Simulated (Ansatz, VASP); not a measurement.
# ZnS in VASP and in Ansatz

```xyz
2
Lattice="0.0000 2.6937 2.6937 2.6937 0.0000 2.6937 2.6937 2.6937 0.0000" Properties=species:S:1:pos:R:3 pbc="T T T"
Zn    0.0000    0.0000    0.0000
S     4.0405    4.0405    4.0405
```

Alike in both runs: task single point; functional r2SCAN; k mesh 6 × 6 × 6; occupations gaussian, width 0.1 eV; no spin polarisation.

|  | VASP | Ansatz |
| --- | --- | --- |
| version | VASP 6.6.1 | Ansatz 0.2.0 |
| potentials or method | VASP PAW PBE potentials, release 64 (Zn, S), cutoff 520 eV | scalar-relativistic, plane waves, PAW |
| valence electrons in the cell | 18 | 18 |

```tsv
	VASP	Ansatz	Ansatz less VASP
gap on the k mesh at the Fermi level (eV)	2.72	2.71	-0.010
least direct gap on the mesh (eV)	2.72	2.71	-0.010
pressure (GPa)	0.1	0.1	-0.03
```

VASP's potentials were made for PBE, not for r2SCAN.
